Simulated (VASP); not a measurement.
Here is a VASP 6.6.1 calculation.

The input INCAR:

```
SYSTEM = Sr
  ALGO = Fast
  EDIFF = 1E-6
  ENCUT = 520
  GGA = PS
  ISIF = 2
  ISMEAR = 0
  LASPH = .True.
  LCHARG = .False.
  LREAL = .False.
  LWAVE = .False.
  NBANDS = 17
  NELM = 80
  PREC = Accurate
  SIGMA = 0.1
```

The input KPOINTS:

```
k-points
0
Gamma
  12 12 12
  0 0 0
```

File POSCAR:

```
Sr
1.0
    4.6699047934      0.0000000000      0.0000000000
    0.0000000000      4.6699047934      0.0000000000
    0.0000000000      0.0000000000      4.4597590777
Sr
2
Direct
    0.0000000000      0.0000000000      0.0000000000
    0.5000000000      0.5000000000      0.5000000000
```

Potentials or basis: VASP PAW PBE potentials, release 64 (Sr_sv).

Run with:

```bash
$ cat potpaw_PBE.64/Sr_sv/POTCAR > POTCAR
$ mpirun -np 1 vasp_std > vasp.out
```

Q: Predict the pressure.

A: 0.7 GPa.

Q: What does it give for the band gap on the k mesh?

A: Zero (bands 10 and 11 overlap by 0.61 eV).

Stress tensor (GPa, compression positive):
```
0.58 0.00 0.00
0.00 0.58 0.00
0.00 0.00 0.88
```

Caveat: the cell differs from its parent crystal (strain along c alone, the other axes held: -4.5 %); the PAW data sets were made with another functional, which shifts forces and pressure a little.
